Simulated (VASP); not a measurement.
Here is a VASP 6.6.1 calculation.

INCAR

```
SYSTEM = Hf7O16
PREC     = Accurate       ! precision mode
ENCUT    = 520            ! plane-wave cutoff, eV
EDIFF    = 1E-6           ! SCF threshold, eV
ISMEAR   = 0              ! smearing method
SIGMA    = 0.05           ! smearing width, eV
LREAL    = Auto         
LASPH    = .True.         ! aspherical terms in the spheres
NELM     = 80             ! most SCF steps
ALGO     = Normal         ! electronic algorithm
ISIF     = 2              ! what is computed and relaxed
LWAVE    = .False.        ! write WAVECAR
LCHARG   = .False.        ! write CHGCAR
GGA      = PS             ! functional
IBRION   = 2              ! ionic algorithm
NSW      = 70             ! ionic steps
EDIFFG   = -0.02          ! ionic threshold
KPAR     = 4
```

File KPOINTS:

```
Automatic mesh
0
Gamma
  4 4 4
  0 0 0
```

Contents of POSCAR:

```
Hf7O16
1.0
   -5.0439064071     -5.0439064071      0.0000000000
   -5.0439064071      0.0000000000     -5.0439064071
    0.0000000000     -5.0439064071     -5.0439064071
Hf O
7 16
Direct
    0.0000000000      0.0000000000      0.5000000000
    0.0000000000      0.5000000000      0.5000000000
    0.5000000000      0.5000000000      0.5000000000
    0.0000000000      0.0000000000      1.0000000000
    0.5000000000      0.0000000000      1.0000000000
    0.0000000000      0.5000000000      1.0000000000
    0.5000000000      0.5000000000      1.0000000000
    0.3750000000      0.3750000000      0.3750000000
    0.8750000000      0.3750000000      0.3750000000
    0.3750000000      0.8750000000      0.3750000000
    0.8750000000      0.8750000000      0.3750000000
    0.3750000000      0.3750000000      0.8750000000
    0.8750000000      0.3750000000      0.8750000000
    0.3750000000      0.8750000000      0.8750000000
    0.8750000000      0.8750000000      0.8750000000
    0.1250000000      0.1250000000      0.1250000000
    0.6250000000      0.1250000000      0.1250000000
    0.1250000000      0.6250000000      0.1250000000
    0.6250000000      0.6250000000      0.1250000000
    0.1250000000      0.1250000000      0.6250000000
    0.6250000000      0.1250000000      0.6250000000
    0.1250000000      0.6250000000      0.6250000000
    0.6250000000      0.6250000000      0.6250000000
```

Potentials or basis: VASP PAW PBE potentials, release 64 (Hf_pv, O).

Command:

```sh
$ cat potpaw_PBE.64/Hf_pv/POTCAR potpaw_PBE.64/O/POTCAR > POTCAR
$ mpirun -np 4 vasp_std > vasp.out
```

(1) What does it give for the band gap on the k mesh?

(2) Estimate the energy gained by relaxing.

Answers

(1) zero (bands 83 and 84 overlap by 0.51 eV).

(2) 31.5 meV/atom.

Caveat: the cell differs from its parent crystal (atoms taken out); spin-orbit coupling is left out, which moves the levels of the heavy elements.
